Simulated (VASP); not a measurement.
# Te in VASP: further runs, part 2 of 2

VASP 6.6.1. Earlier steps stand in the parts before.

## Step 3: Single point, PBEsol

This run uses another cell than the first one, of 34.66 Å³/atom.

Input file INCAR:

```
  PREC = Accurate
  ENCUT = 520
  EDIFF = 1E-6
  ISMEAR = -1
  SIGMA = 0.05
  LREAL = False
  LASPH = True
  NELM = 60
  ALGO = Normal
  ISIF = 2
  LWAVE = False
  LCHARG = False
  GGA = PS
  NBANDS = 16
```

Input file KPOINTS:

```
regular mesh
0
Gamma
  7 7 5
```

Input file POSCAR:

```
Te
1.0
    3.8952160867     -2.1903349161      0.0000000000
    3.8952160867      2.1903349161      0.0000000000
   -0.0961401773      0.0000000000      6.0932986579
Te
3
Direct
    0.0000000000      0.0000000000      0.0000000000
    0.3094466100      0.3094466100      0.3388094900
    0.6905533900      0.6905533900      0.6611905100
```

Potentials or basis: VASP PAW PBE potentials, release 64 (Te).

Run with:

```sh
> cat potpaw_PBE.64/Te/POTCAR > POTCAR
> mpirun -np 1 vasp_std > vasp.out
```

OUTCAR:

```text
PREC = Accurate
   ENCUT = 520
   EDIFF = 1E-6
   ISMEAR = -1
   LREAL = False
   LASPH = True
   NELM = 60
   ISIF = 2
   GGA = PS

 ion  position               nearest neighbor table
   1  0.000  0.000  0.000-   2 3.15   3 3.15   3 3.37   3 3.37   2 3.37   2 3.37
   2  0.309  0.309  0.339-   3 3.09   3 3.09   1 3.15   1 3.37   1 3.37   3 3.53
   3  0.691  0.691  0.661-   2 3.09   2 3.09   1 3.15   1 3.37   1 3.37   2 3.53

  LATTYP: Found a base centered monoclinic cell.
 ALAT       =     7.7904321734
 B/A-ratio  =     0.5623140969
 C/A-ratio  =     0.7822489081
 COS(beta)  =    -0.0157760547
[... 651 lines left out ...]
  Direction    XX          YY          ZZ          XY          YZ          ZX
  --------------------------------------------------------------------------------------
  -------------------------------------------------------------------------------------
  Total       -2.5540905     -2.5194418     -3.2097166      0.0000000      0.0000000     -0.0155356
  in kB      -39.3570309    -38.8231140    -49.4598426      0.0000000      0.0000000     -0.2393944
  external PRESSURE =     -42.5466625 kB  Pullay stress =       0.0000000 kB

 VOLUME and BASIS-vectors are now :
 -----------------------------------------------------------------------------
  energy-cutoff  :      520.00
  volume of cell :      103.97
      direct lattice vectors                 reciprocal lattice vectors
     3.895216087 -2.190334916  0.000000000     0.128362583 -0.228275592  0.002025307
     3.895216087  2.190334916  0.000000000     0.128362583  0.228275592  0.002025307
    -0.096140177  0.000000000  6.093298658     0.000000000  0.000000000  0.164114719

 POSITION                                       TOTAL-FORCE (eV/Angst)
 -----------------------------------------------------------------------------------
      0.00000      0.00000      0.00000        -0.000000      0.000000      0.000000
      2.37815      0.00000      2.06447        -0.054840      0.000000      0.010738
      5.31614      0.00000      4.02883         0.054840      0.000000     -0.010738
 -----------------------------------------------------------------------------------
    total drift:                               -0.000000     -0.000000     -0.000000

  FREE ENERGIE OF THE ION-ELECTRON SYSTEM (eV)
  ---------------------------------------------------
  free  energy   TOTEN  =       -10.3623904931 eV

  energy  without entropy=      -10.3553178822  energy(sigma->0) =      -10.35885419
```

stdout:

```text
POSCAR found type information on POSCAR Te
 POSCAR found :  1 types and       3 ions
 scaLAPACK will be used
 -----------------------------------------------------------------------------
|                                                                             |
|                                                                             |
|     You enforced a specific xc type in the INCAR file but a different       |
|     I HOPE YOU KNOW WHAT YOU ARE DOING!                                     |
|                                                                             |
 -----------------------------------------------------------------------------

 LDA part: xc-table for (Slater+PW92), standard interpolation
 POSCAR, INCAR and KPOINTS ok, starting setup
 FFT: planning ... GRIDC
 FFT: planning ... GRID_SOFT
 FFT: planning ... GRID
 WAVECAR not read
 entering main loop
```

Run time: 50 s. Hardware: 1 thread of Intel Xeon 6975P-C (Granite Rapids), shared host; peak memory 0.28 GiB.

Results:

```yaml
Free_energy: -10.3624 eV
Pressure: -4.3 GPa
Largest_force: 0.056 eV/Å
Band_gap_on_the_k_mesh: 0.08 eV (least direct gap 0.21 eV)
```

Forces in eV/Å, atoms in the order of the input:
```
Te   0.000  0.000  0.000
Te  -0.055  0.000  0.011
Te   0.055  0.000 -0.011
```

Stress tensor (GPa, compression positive):
```
-3.94  0.00 -0.02
 0.00 -3.88  0.00
-0.02  0.00 -4.95
```

Caveat: the cell stands under tension; the PAW data sets were made with another functional, which shifts forces and pressure a little; spin-orbit coupling is left out, which moves the levels of the heavy elements; an odd mesh through Γ misses points on the zone boundary, where band edges can lie.

## Step 4: Single point, PBEsol (atoms moved at random)

Input file INCAR:

```
PREC = Accurate ; ENCUT = 520
EDIFF = 1E-6 ; ISMEAR = -1
SIGMA = 0.05 ; LREAL = False
LASPH = True ; NELM = 80
ALGO = Normal ; ISIF = 2
LWAVE = False ; LCHARG = True
GGA = PS ; LELF = True
LVHAR = True ; NBANDS = 16
```

Input file KPOINTS:

```
Automatic mesh
0
Gamma
  7 7 5
```

Input file POSCAR:

```
Te
1.0
    3.8202894285     -2.1482026000      0.0000000000
    3.8202894285      2.1482026000      0.0000000000
   -0.0942908673      0.0000000000      5.9760906531
Te
3
Direct
   -0.0009010000      0.0019210000      0.0052340000
    0.3110890000      0.3045200000      0.3383540000
    0.6963100000      0.6803800000      0.6625110000
```

Potentials or basis: VASP PAW PBE potentials, release 64 (Te).

Run with:

```sh
> cat potpaw_PBE.64/Te/POTCAR > POTCAR
> mpirun -np 1 vasp_std > vasp.out
```

OUTCAR:

```text
PREC = Accurate
   ENCUT = 520
   EDIFF = 1E-6
   ISMEAR = -1
   LREAL = False
   LASPH = True
   NELM = 80
   ISIF = 2
   GGA = PS

 ion  position               nearest neighbor table
   1  0.999  0.002  0.005-   2 3.05   3 3.12   2 3.28   3 3.29   2 3.31   3 3.34
   2  0.311  0.305  0.338-   3 3.03   1 3.05   3 3.06   1 3.28   1 3.31   3 3.47
   3  0.696  0.680  0.663-   2 3.03   2 3.06   1 3.12   1 3.29   1 3.34   2 3.47

  LATTYP: Found a base centered monoclinic cell.
 ALAT       =     7.6405788570
 B/A-ratio  =     0.5623140969
 C/A-ratio  =     0.7822489081
 COS(beta)  =    -0.0157760547
[... 651 lines left out ...]
  Direction    XX          YY          ZZ          XY          YZ          ZX
  --------------------------------------------------------------------------------------
  -------------------------------------------------------------------------------------
  Total       -1.1305343     -1.0273122     -1.2599626     -0.0089044      0.0172040      0.0296696
  in kB      -18.4661195    -16.7800918    -20.5801978     -0.1454439      0.2810094      0.4846230
  external PRESSURE =     -18.6088030 kB  Pullay stress =       0.0000000 kB

 VOLUME and BASIS-vectors are now :
 -----------------------------------------------------------------------------
  energy-cutoff  :      520.00
  volume of cell :       98.09
      direct lattice vectors                 reciprocal lattice vectors
     3.820289429 -2.148202600  0.000000000     0.130880136 -0.232752721  0.002065029
     3.820289429  2.148202600  0.000000000     0.130880136  0.232752721  0.002065029
    -0.094290867  0.000000000  5.976090653     0.000000000  0.000000000  0.167333472

 POSITION                                       TOTAL-FORCE (eV/Angst)
 -----------------------------------------------------------------------------------
      3.82369     -2.14214      0.03128         0.042105     -0.025524     -0.030413
      2.31990     -0.01411      2.02203         0.066587      0.044546      0.007136
      5.19689     -0.03422      3.95923        -0.108691     -0.019022      0.023277
 -----------------------------------------------------------------------------------
    total drift:                                0.000047     -0.000011      0.000002

  FREE ENERGIE OF THE ION-ELECTRON SYSTEM (eV)
  ---------------------------------------------------
  free  energy   TOTEN  =       -10.4776185868 eV

  energy  without entropy=      -10.4702119752  energy(sigma->0) =      -10.47391528
```

stdout:

```text
POSCAR found type information on POSCAR Te
 POSCAR found :  1 types and       3 ions
 scaLAPACK will be used
 -----------------------------------------------------------------------------
|                                                                             |
|                                                                             |
|     You enforced a specific xc type in the INCAR file but a different       |
|     I HOPE YOU KNOW WHAT YOU ARE DOING!                                     |
|                                                                             |
 -----------------------------------------------------------------------------

 LDA part: xc-table for (Slater+PW92), standard interpolation
 POSCAR, INCAR and KPOINTS ok, starting setup
 FFT: planning ... GRIDC
 FFT: planning ... GRID_SOFT
 FFT: planning ... GRID
 WAVECAR not read
 entering main loop
```

Run time: 78 s. Hardware: 1 thread of Intel Xeon 6975P-C (Granite Rapids), shared host; peak memory 0.32 GiB.

Results:

| Property | Result |
| --- | --- |
| Free energy | -10.4776 eV |
| Pressure | -1.9 GPa |
| Largest force | 0.113 eV/Å |
| Band gap on the k mesh | zero (bands 9 and 10 overlap by 0.02 eV) |

Forces in eV/Å, atoms in the order of the input:
```
Te   0.042 -0.026 -0.030
Te   0.067  0.045  0.007
Te  -0.109 -0.019  0.023
```

Stress tensor (GPa, compression positive):
```
-1.85 -0.01  0.05
-0.01 -1.68  0.03
 0.05  0.03 -2.06
```

Levels at points of the mesh, in eV from the Fermi level:
```tsv
k point	band 5	band 6	band 7	band 8	band 9	band 10	band 11	band 12	band 13	band 14
(0.00, 0.00, 0.00)	-2.68	-2.28	-2.06	-1.67	-1.46	0.95	0.97	1.52	4.66	5.04
```

Caveat: the cell differs from its parent crystal (atoms moved at random); the PAW data sets were made with another functional, which shifts forces and pressure a little; spin-orbit coupling is left out, which moves the levels of the heavy elements.

## Step 5: The runs side by side

```csv
cell,gap on the mesh (eV),pressure (GPa),largest force (eV/Å)
"a = 4.441, b = 4.441, c = 6.055 Å, angles 90.8, 90.8, 58.7°, 3 atoms, atomic positions A",0.07,-3.5,0.01
"a = 4.469, b = 4.469, c = 6.094 Å, angles 90.8, 90.8, 58.7°, 3 atoms, atomic positions A",0.08,-4.3,0.06
"a = 4.383, b = 4.383, c = 5.977 Å, angles 90.8, 90.8, 58.7°, 3 atoms, atomic positions B",none,-1.9,0.11
```

Alike in all rows: task single point; level PBEsol; potentials or basis VASP PAW PBE potentials, release 64 (Te); no spin polarisation; k mesh 7 × 7 × 5; cutoff (eV) 520; smearing fermi-dirac 0.05 eV.

Caveats: the PAW data sets were made with another functional, which shifts forces and pressure a little; spin-orbit coupling is left out, which moves the levels of the heavy elements; the cell stands under tension (at least some runs); an odd mesh through Γ misses points on the zone boundary, where band edges can lie (at least some runs).

Absolute energies hang on the potentials; compare differences alone.
